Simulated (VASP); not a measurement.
# Mg3TeSe2 (P6/mmm) in VASP: notebook

The runs below take Mg3TeSe2 through relaxation of cell and atoms, with PBE.

Everything below comes from runs of VASP 6.6.1. Logs are shortened: lines on timing, memory, paths and dates and some standing lists are left out, and cuts for length are marked.

## (1) The cell of the first run

The structure is hexagonal, space group P6/mmm (No. 191). Conventional cell: a = 5.982 Å, b = 5.982 Å, c = 4.653 Å, α = 90.00°, β = 90.00°, γ = 120.00°. Mg (site symmetry mmm) has 4 Se at 2.90 Å and 4 Mg at 2.99 Å and 4 Te at 3.79 Å within 3.8 Å. Within 4.7 Å of Te (site symmetry 6/mmm) lie 6 Se at 3.45 Å and 12 Mg at 3.79 Å and 2 Te at 4.65 Å. Within 3.8 Å of Se (site symmetry -6m2) lie 6 Mg at 2.90 Å and 3 Se at 3.45 Å and 3 Te at 3.45 Å.

The cell was built from a structure type or drawn by symmetry, and may not be a known phase.

## (2) Relaxation of cell and atoms, PBE

INCAR

```
ALGO     = Normal         # electronic algorithm
EDIFF    = 1E-6           # SCF threshold, eV
EDIFFG   = -0.01          # ionic threshold
ENCUT    = 600            # plane-wave cutoff, eV
GGA      = PE             # functional
IBRION   = 2              # ionic algorithm
ISIF     = 3              # what is computed and relaxed
ISMEAR   = 0              # smearing method
LASPH    = True           # aspherical terms in the spheres
LCHARG   = False          # write CHGCAR
LREAL    = False          # projectors in reciprocal space
LWAVE    = False          # write WAVECAR
NELM     = 100            # most SCF steps
NSW      = 100            # ionic steps
PREC     = Accurate       # precision mode
SIGMA    = 0.1            # smearing width, eV
```

KPOINTS

```
k-points
0
Gamma
  6 6 8
```

POSCAR

```
Mg3TeSe2
1.0
    5.9818903900      0.0000000000      0.0000000000
   -2.9909452000      5.1804690400      0.0000000000
    0.0000000000      0.0000000000      4.6525918000
Mg Te Se
3 1 2
Direct
    0.5000000000      0.0000000000      0.5000000000
    0.5000000000      0.5000000000      0.5000000000
    0.0000000000      0.5000000000      0.5000000000
    0.0000000000      0.0000000000      0.0000000000
    0.3333333300      0.6666666700      0.0000000000
    0.6666666700      0.3333333300      0.0000000000
```

Potentials or basis: VASP PAW PBE potentials, release 64 (Mg, Te, Se).

Launch:

```bash
$ cat potpaw_PBE.64/Mg/POTCAR potpaw_PBE.64/Te/POTCAR potpaw_PBE.64/Se/POTCAR > POTCAR
$ mpirun -np 1 vasp_std > vasp.out
```

OUTCAR:

```text
EDIFF = 1E-6
   EDIFFG = -0.01
   ENCUT = 600
   GGA = PE
   IBRION = 2
   ISIF = 3
   ISMEAR = 0
   LASPH = True
   LREAL = False
   NELM = 100
   NSW = 100
   PREC = Accurate

 ion  position               nearest neighbor table
   1  0.500  0.000  0.500-   5 2.90   6 2.90   5 2.90   6 2.90   3 2.99   3 2.99   2 2.99   2 2.99

   2  0.500  0.500  0.500-   5 2.90   6 2.90   5 2.90   6 2.90   3 2.99   3 2.99   1 2.99   1 2.99

   3  0.000  0.500  0.500-   5 2.90   6 2.90   5 2.90   6 2.90   1 2.99   1 2.99   2 2.99   2 2.99

   4  0.000  0.000  0.000-
   5  0.333  0.667  0.000-   3 2.90   3 2.90   1 2.90   1 2.90   2 2.90   2 2.90
   6  0.667  0.333  0.000-   3 2.90   3 2.90   1 2.90   1 2.90   2 2.90   2 2.90

  LATTYP: Found a hexagonal cell.
 ALAT       =     5.9818903900
 C/A-ratio  =     0.7777795139

  Lattice vectors:

 A1 = (   5.9818903900,   0.0000000000,   0.0000000000)
 A2 = (  -2.9909452000,   5.1804690400,   0.0000000000)
 A3 = (   0.0000000000,   0.0000000000,   4.6525918000)

Analysis of symmetry for initial positions (statically):
=====================================================================
 Subroutine PRICEL returns:
 Original cell was already a primitive cell.

 Routine SETGRP: Setting up the symmetry group for a
 hexagonal supercell.

 Subroutine GETGRP returns: Found 24 space group operations
 (whereof 24 operations were pure point group operations)
 out of a pool of 24 trial point group operations.

The static configuration has the point symmetry D_6h.

Analysis of symmetry for dynamics (positions and initial velocities):
=====================================================================
 Subroutine PRICEL returns:
 Original cell was already a primitive cell.

 Routine SETGRP: Setting up the symmetry group for a
 hexagonal supercell.

 Subroutine GETGRP returns: Found 24 space group operations
 (whereof 24 operations were pure point group operations)
 out of a pool of 24 trial point group operations.

The dynamic configuration has the point symmetry D_6h.

 Subroutine INISYM returns: Found 24 space group operations
 (whereof 24 operations are pure point group operations),
 and found     1 'primitive' translations

----------------------------------------------------------------------------------------

                                     Primitive cell

  volume of cell :     144.1792

  direct lattice vectors                    reciprocal lattice vectors
     5.981890390  0.000000000  0.000000000     0.167171234  0.096516357  0.000000000
    -2.990945200  5.180469040  0.000000000     0.000000000  0.193032714  0.000000000
     0.000000000  0.000000000  4.652591800     0.000000000  0.000000000  0.214933964

  length of vectors
     5.981890390  5.981890392  4.652591800     0.193032714  0.193032714  0.214933964

  position of ions in fractional coordinates (direct lattice)
     0.500000000  0.000000000  0.500000000
     0.500000000  0.500000000  0.500000000
     0.000000000  0.500000000  0.500000000
     0.000000000  0.000000000  0.000000000
     0.333333330  0.666666670  0.000000000
     0.666666670  0.333333330  0.000000000

  ion indices of the primitive-cell ions
   primitive index   ion index
                 1           1
                 2           2
                 3           3
                 4           4
                 5           5
                 6           6

----------------------------------------------------------------------------------------

 KPOINTS: k-points

Automatic generation of k-mesh.
 Grid dimensions read from file:
 generate k-points for:    6    6    8

 Generating k-lattice:

  Cartesian coordinates                     Fractional coordinates (reciprocal lattice)
     0.027861872  0.016086060  0.000000000     0.166666667 -0.000000000  0.000000000
     0.000000000  0.032172119  0.000000000     0.000000000  0.166666667  0.000000000
     0.000000000  0.000000000  0.026866746     0.000000000  0.000000000  0.125000000

  Length of vectors
     0.032172119  0.032172119  0.026866746

  Shift w.r.t. Gamma in fractional coordinates (k-lattice)
     0.000000000  0.000000000  0.000000000

 Subroutine IBZKPT returns following result:
 ===========================================

 Found     35 irreducible k-points:

 Following reciprocal coordinates:
            Coordinates               Weight
  0.000000  0.000000  0.000000      1.000000
  0.166667 -0.000000  0.000000      6.000000
  0.333333  0.000000  0.000000      6.000000
  0.500000  0.000000  0.000000      3.000000
  0.166667  0.166667  0.000000      6.000000
  0.333333  0.166667  0.000000     12.000000
[... 16 lines left out ...]
  0.166667 -0.000000  0.375000     12.000000
  0.333333  0.000000  0.375000     12.000000
 [... further k-points ...]
   k-points           NKPTS =     35   k-points in BZ     NKDIM =     35   number of bands    NBANDS=     16
   number of dos      NEDOS =    301   number of ions     NIONS =      6
   total plane-waves  NPLWV =  92160
   dimension x,y,z NGX =    48 NGY =   48 NGZ =   40
   dimension x,y,z NGXF=    96 NGYF=   96 NGZF=   80
   ions per type =               3   1   2
   NGX,Y,Z   is equivalent  to a cutoff of  13.34, 13.34, 14.29 a.u.
   NGXF,Y,Z  is equivalent  to a cutoff of  26.68, 26.68, 28.59 a.u.
 SYSTEM =  unknown system
   PREC   = accura    normal or accurate (medium, high low for compatibility)
   ISTART =      0    job   : 0-new  1-cont  2-samecut
   ICHARG =      2    charge: 1-file 2-atom 10-const
   ISPIN  =      1    spin polarized calculation?
   LNONCOLLINEAR =      F non collinear calculations
   LSORBIT =      F    spin-orbit coupling
   LASPH  =      T    aspherical Exc in radial PAW
   ENCUT  =  600.0 eV  44.10 Ry    6.64 a.u.  11.95 11.95  9.29*2*pi/ulx,y,z
   NELM   =    100;   NELMIN=  2; NELMDL= -5     # of ELM steps
   EDIFF  = 0.1E-05   stopping-criterion for ELM
   LREAL  =      F    real-space projection
   EDIFFG = -.1E-01   stopping-criterion for IOM
   NSW    =    100    number of steps for IOM
   IBRION =      2    ionic relax: 0-MD 1-quasi-New 2-CG
   NFREE  =      1    steps in history (QN), initial steepest desc. (CG)
   ISIF   =      3    stress and relaxation
   ISYM   =      2    0-nonsym 1-usesym 2-fastsym
   POTIM  = 0.5000    time-step for ionic-motion
   TEBEG  =    0.0;   TEEND  =   0.0 temperature during run
   PSTRESS=    0.0 pullay stress
   NELECT =      24.0000    total number of electrons
   NUPDOWN=      -1.0000    fix difference up-down
   EMIN   =  10.00;   EMAX   =-10.00  energy-range for DOS
   EFERMI =   0.00;   METHOD = LEGACY
   ISMEAR =     0;   SIGMA  =   0.10  broadening in eV -4-tet -1-fermi 0-gaus
   EFERMI_NEDOS =   21; number of points for ismear=-14 and -15
   IALGO  =     38    algorithm
   IMIX   =      4    mixing-type and parameters
     AMIX     =   0.40;   BMIX     =  1.00
     AMIX_MAG =   1.60;   BMIX_MAG =  1.00
  volume/ion in A,a.u.               =      24.03       162.16
  Fermi-wavevector in a.u.,A,eV,Ry     =   0.900557  1.701805 11.034358  0.811002
  Thomas-Fermi vector in A             =   2.023529
   LORBIT       =      0    0 simple, 1 ext, 2 COOP (PROOUT), +10 PAW based schemes
   GGA     = PE    functional components
   LHFCALC =     F    Hartree Fock is set to
   AEXX    =    0.0000 exact exchange contribution
   IVDW    =     0    specifies the selected vdW correction
   LEPSILON=     F    determine dielectric tensor
   LRPA    =     F    only Hartree local field effects (RPA)
 conjugate gradient relaxation of ions
 non-spin polarized calculation
 Gauss-broadening in eV      SIGMA  =   0.10
  energy-cutoff  :      600.00
  volume of cell :      144.18
 maximum number of plane-waves:      4842
 NGX is ok and might be reduce to    48
   NGX = 23   NGY = 23   NGZ = 19

--------------------------------------- Ionic step        1  -------------------------------------------

 number of electron      23.9999999 magnetization

 Free energy of the ion-electron system (eV)
  ---------------------------------------------------
  ext. energy  EPLUGINS =         0.00000000
  ---------------------------------------------------
  free energy    TOTEN  =       -15.25048778 eV

  energy without entropy =      -15.21654158  energy(sigma->0) =      -15.23351468

------------------------ aborting loop because EDIFF is reached ----------------------------------------

  FORCE on cell =-STRESS in cart. coord.  units (eV):
  Direction    XX          YY          ZZ          XY          YZ          ZX
  --------------------------------------------------------------------------------------
  -------------------------------------------------------------------------------------
  Total        4.1492414      4.1492414     -8.4575348     -0.0000000      0.0000000     -0.0000000
  in kB       46.1080545     46.1080545    -93.9835596     -0.0000000      0.0000000     -0.0000000
  external PRESSURE =      -0.5891502 kB  Pullay stress =       0.0000000 kB
[... 305 lines left out ...]
  energy  without entropy=      -18.5524169800  energy(sigma->0) =      -18.56210262

--------------------------------------- Ionic step        9  -------------------------------------------

 number of electron      23.9999997 magnetization

 Free energy of the ion-electron system (eV)
  ---------------------------------------------------
  ext. energy  EPLUGINS =         0.00000000
  ---------------------------------------------------
  free energy    TOTEN  =       -18.57355149 eV

  energy without entropy =      -18.55345260  energy(sigma->0) =      -18.56350204

 E-fermi :   4.5067     XC(G=0):  -8.9131

 val. band max:        4.4956162208   @ k =   0.5000   0.0000   0.1250
 cond. band min:       4.5257789371   @ k =   0.3333   0.0000   0.5000
 fundamental gap:      0.0301627162
 Fermi energy:         4.5066715863

 k-point     1 :       0.0000    0.0000    0.0000
  band No.  band energies     occupation
      1     -10.3141      2.00000
      2      -9.7700      2.00000
      3      -6.2437      2.00000
      4      -1.5416      2.00000
      5      -1.5416      2.00000
      6      -0.2409      2.00000
[... 8 lines left out ...]
     15       7.4254      0.00000
     16       8.5769      0.00000
[... 420 lines left out ...]
  band No.  band energies     occupation
      1      -9.5569      2.00000
      2      -9.3172      2.00000
      3      -5.4797      2.00000
      4      -2.1603      2.00000
      5      -1.6138      2.00000
      6      -0.7514      2.00000
[... 8 lines left out ...]
     15       6.5186      0.00000
     16       6.7712      0.00000

 [... further k-points ...]

------------------------ aborting loop because EDIFF is reached ----------------------------------------

  FORCE on cell =-STRESS in cart. coord.  units (eV):
  Direction    XX          YY          ZZ          XY          YZ          ZX
  --------------------------------------------------------------------------------------
  -------------------------------------------------------------------------------------
  Total       -0.0167052     -0.0167052     -0.0050681      0.0000000     -0.0000000      0.0000000
  in kB       -0.1800843     -0.1800843     -0.0546345      0.0000000     -0.0000000      0.0000000
  external PRESSURE =      -0.1382677 kB  Pullay stress =       0.0000000 kB
[... 21 lines left out ...]
  FREE ENERGIE OF THE ION-ELECTRON SYSTEM (eV)
  ---------------------------------------------------
  free  energy   TOTEN  =       -18.5735514907 eV

  energy  without entropy=      -18.5534525990  energy(sigma->0) =      -18.56350204

 reached required accuracy - stopping structural energy minimisation
```

It took 4.6 min on 1 thread of Intel Xeon 6975P-C (Granite Rapids), shared host; peak memory 0.38 GiB.

Results:

| Quantity | Value |
| --- | --- |
| Free energy | -18.5736 eV |
| Relaxed volume | 24.77 Å³/atom |
| Relaxed cell | a = 6.938 Å, b = 6.938 Å, c = 3.565 Å, α = 90.00°, β = 90.00°, γ = 120.00° |
| Space group after relaxing (to 0.1 Å) | P6/mmm (No. 191) |
| Energy gained by relaxing | 553.8 meV/atom |
| Ionic steps | 9 |
| Pressure after relaxing | 0.0 GPa |
| Band gap on the k mesh | zero (bands 12 and 13 overlap by 1.67 eV) |

Step by step:
```csv
step,energy change (eV),largest force (eV/Å),pressure (GPa),volume (Å³)
1,0.0000,0.0000,-0.06,144.18
2,-0.9061,0.0000,0.22,143.49
3,-3.0473,0.0000,5.93,134.84
4,-3.1266,0.0000,3.09,138.00
5,-3.1701,0.0000,4.41,136.46
6,-3.2448,0.0000,-1.34,155.90
7,-3.3079,0.0000,0.62,147.47
8,-3.3213,0.0000,-0.22,149.02
9,-3.3231,0.0000,-0.01,148.62
```

Final structure:
```
Mg Te Se
1.0
     6.93784    0.00000    0.00000
    -3.46892    6.00835    0.00000
     0.00000    0.00000    3.56539
Mg Te Se
3 1 2
Direct
  0.50000 0.00000 0.50000
  0.50000 0.50000 0.50000
  0.00000 0.50000 0.50000
  0.00000 0.00000 0.00000
  0.33333 0.66667 0.00000
  0.66667 0.33333 0.00000
```

Levels at points of the mesh, in eV from the Fermi level:
```
           k point  band 8  band 9  band 10  band 11  band 12  band 13  band 14  band 15  band 16
(0.00, 0.00, 0.00)   -2.86   -2.50    -1.69    -1.69    -0.62     1.33     2.79     2.92     4.07
(0.50, 0.00, 0.00)   -2.74   -2.62    -2.31    -2.04     0.66     1.26     1.45     1.82     2.87
(0.00, 0.00, 0.50)   -3.56   -3.56    -3.44    -0.68    -0.68    -0.23    -0.23     0.58     0.58
(0.50, 0.00, 0.50)   -3.75   -3.74    -3.03    -0.98    -0.85    -0.79     0.60     0.96     2.43
```

Caveat: a cell axis changed by over 15 % at a fixed basis, so the end point is rough; spin-orbit coupling is left out, which moves the levels of the heavy elements.

[end of part 1 of 2]
